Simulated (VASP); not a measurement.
Set up this calculation in VASP 6.6.1, as the native input.

```
Task                   : single point
Functional             : r2SCAN
Potentials or basis    : VASP PAW PBE potentials, release 64 (C_h)
Cutoff                 : 1430 eV
k mesh                 : 10 × 10 × 10
Occupations            : gaussian, width 0.01 eV
Spin                   : no spin polarisation
Dipole correction      : no
Further INCAR settings : ALGO = Normal; EDIFF = 1e-06; NBANDS = 11
```

Crystal: C.

```
CELL_PARAMETERS angstrom
0.00000 1.78014 1.78014
1.78014 0.00000 1.78014
1.78014 1.78014 0.00000
ATOMIC_POSITIONS crystal
C 0.00000 0.00000 0.00000
C 0.25000 0.25000 0.25000
```

These files were run (other wordings do the same):

POSCAR

```
C
1.0
    0.0000000000      1.7801350092      1.7801350092
    1.7801350092      0.0000000000      1.7801350092
    1.7801350092      1.7801350092      0.0000000000
C
2
Direct
    0.0000000000      0.0000000000      0.0000000000
    0.2500000000      0.2500000000      0.2500000000
```

INCAR.step1

```
PREC = Accurate
ENCUT = 1430
ISMEAR = 0
SIGMA = 0.01
LREAL = F
LASPH = T
NELM = 120
NBANDS = 11
GGA = PE
ALGO = Normal
EDIFF = 1E-5
LWAVE = T
LCHARG = F
GGA_COMPAT = F
```

INCAR.step2

```
PREC = Accurate
ENCUT = 1430
EDIFF = 1E-6
ISMEAR = 0
SIGMA = 0.01
LREAL = F
LASPH = T
NELM = 120
ALGO = Normal
ISIF = 2
LWAVE = F
LCHARG = T
METAGGA = R2SCAN
LMIXTAU = T
LELF = T
LVHAR = T
NBANDS = 11
ISTART = 1
GGA_COMPAT = F
```

KPOINTS

```
regular mesh
0
Gamma
  10 10 10
```

Potentials or basis: VASP PAW PBE potentials, release 64 (C_h).

Command:

```bash
$ cat potpaw_PBE.64/C_h/POTCAR > POTCAR
$ cp INCAR.step1 INCAR
$ mpirun -np 1 vasp_std > vasp.out
$ cp INCAR.step2 INCAR
$ mpirun -np 1 vasp_std > vasp.out
```

Results of the run:

- Pressure: -0.6 GPa
- Band gap on the k mesh: 4.41 eV (least direct gap 5.89 eV)

Caveat: the PAW data sets were made with another functional, which shifts forces and pressure a little.

Run time: 46 s on 1 thread of Intel(R) Xeon(R) Platinum 8259CL CPU @ 2.50GHz (Skylake/Cascade Lake) (shared host), peak memory 0.18 GiB.
